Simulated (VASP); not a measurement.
Ta2N:

```xyz
3
Lattice="3.1129 0.0000 0.0000 -1.5564 2.6958 0.0000 0.0000 0.0000 4.8698" Properties=species:S:1:pos:R:3 pbc="T T T"
Ta    1.5564    0.8986    3.6294
Ta    0.0000    1.7972    1.2404
N     0.0000    0.0000    0.0000
```

- Program: VASP 6.6.1
- Task: relaxation of cell and atoms
- Functional: LDA
- Potentials or basis: VASP PAW LDA potentials, release 64 (Ta_pv, N)
- Cutoff: 600 eV
- k mesh: 9 × 9 × 4
- Occupations: gaussian, width 0.1 eV
- Spin: no spin polarisation

At the start: pressure -13.2 GPa; volume 13.62 Å³/atom.

**Question.** How do energy, volume and symmetry change on relaxing?

**Answer.** Over 6 steps the energy falls by 27.8 meV/atom and the volume is 13.02 Å³/atom (-4.4 %); space group P-3m1 (No. 164, to 0.1 Å) before and after.

The path:
```tsv
step	energy change (eV)	largest force (eV/Å)	pressure (GPa)	volume (Å³)
1	0.0000	0.5610	-13.25	40.87
2	0.6009	1.5978	52.40	34.56
3	-0.0822	0.1524	-0.55	39.12
4	-0.0824	0.1323	0.08	39.05
5	-0.0824	0.1213	0.34	39.01
6	-0.0834	0.0184	0.27	39.07
```

Final structure:
```xyz
3
Lattice="3.0703 0.0000 0.0000 -1.5351 2.6589 0.0000 0.0000 0.0000 4.7855" Properties=species:S:1:pos:R:3 pbc="T T T"
Ta    1.5351    0.8863    3.5783
Ta    0.0000    1.7726    1.2072
N     1.5351    2.6589    4.7855
```
